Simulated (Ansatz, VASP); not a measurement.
**ZrC: VASP beside Ansatz**

```xyz
2
Lattice="0.0000 2.3650 2.3650 2.3650 0.0000 2.3650 2.3650 2.3650 0.0000" Properties=species:S:1:pos:R:3 pbc="T T T"
Zr    2.3650    2.3650    2.3650
C     0.0000    0.0000    0.0000
```

Alike in both runs: task relaxation of cell and atoms; functional revPBE; k mesh 10 × 10 × 10; occupations fermi-dirac, width 0.05 eV; no spin polarisation.

```csv
,VASP,Ansatz
version,VASP 6.6.1,Ansatz 0.2.0
potentials or method,"VASP PAW PBE potentials, release 64 (Zr_sv, C), cutoff 600 eV","all-electron LAPW, scalar-relativistic"
```

```csv
,VASP,Ansatz,Ansatz less VASP
relaxed volume (Å³/atom),13.20,13.20,-0.003
relaxed cell length with the largest relative difference (Å),3.342,3.342,-0.0003
```

VASP's potentials were made for PBE, not for revPBE. Ansatz ran all-electron here, and VASP with PAW potentials.
